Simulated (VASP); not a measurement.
# Sc3W: single point with PBE

Crystal: Sc3W.

```xyz
8
Lattice="6.2218 0.0000 0.0000 -3.1109 5.3882 0.0000 0.0000 0.0000 4.9460" Properties=species:S:1:pos:R:3 pbc="T T T"
Sc    3.1109    3.5518    1.2365
Sc   -1.5205    4.4700    3.7095
Sc    1.5904    0.9182    1.2365
Sc    0.0000    1.8364    3.7095
Sc    4.6314    0.9182    1.2365
Sc    1.5205    4.4700    3.7095
W     0.0000    3.5921    1.2365
W     3.1109    1.7961    3.7095
```

| Quantity | Value |
| --- | --- |
| Program | VASP 6.6.1 |
| Task | single point |
| Functional | PBE |
| Potentials or basis | VASP PAW PBE potentials, release 64 (Sc_sv, W_sv) |
| Cutoff | 520 eV |
| k mesh | 3 × 3 × 4 |
| Occupations | gaussian, width 0.1 eV |
| Spin | no spin polarisation |
| Dipole correction | no |
| Further INCAR settings | ALGO = Normal; EDIFF = 1e-07; NBANDS = 57 |

The pressure is 0.1 GPa and the largest force is 0.005 eV/Å. The band gap on the k mesh is zero (bands 47 and 48 overlap by 0.82 eV).

Forces in eV/Å, atoms in the order of the input:
```
Sc   0.000  0.005  0.000
Sc  -0.005  0.003  0.000
Sc  -0.005 -0.003  0.000
Sc   0.000 -0.005  0.000
Sc   0.005 -0.003  0.000
Sc   0.005  0.003  0.000
W    0.000  0.000  0.000
W    0.000  0.000  0.000
```

Levels at points of the mesh, in eV from the Fermi level:
| k point | band 45 | band 46 | band 47 | band 48 | band 49 | band 50 |
| --- | --- | --- | --- | --- | --- | --- |
| (0.00, 0.00, 0.00) | -0.25 | -0.25 | 0.09 | 0.09 | 0.80 | 1.14 |
| (0.00, 0.00, 0.50) | -0.70 | -0.70 | 0.60 | 0.60 | 1.19 | 1.19 |

Run time: 4.5 min on 1 thread of Intel Xeon 8259CL, on a shared host, peak memory 0.33 GiB.

Caveat: the k points lie up to 0.39 Å⁻¹ apart, too coarse for converged energies and pressures of a metal; spin-orbit coupling is left out, which moves the levels of the heavy elements.
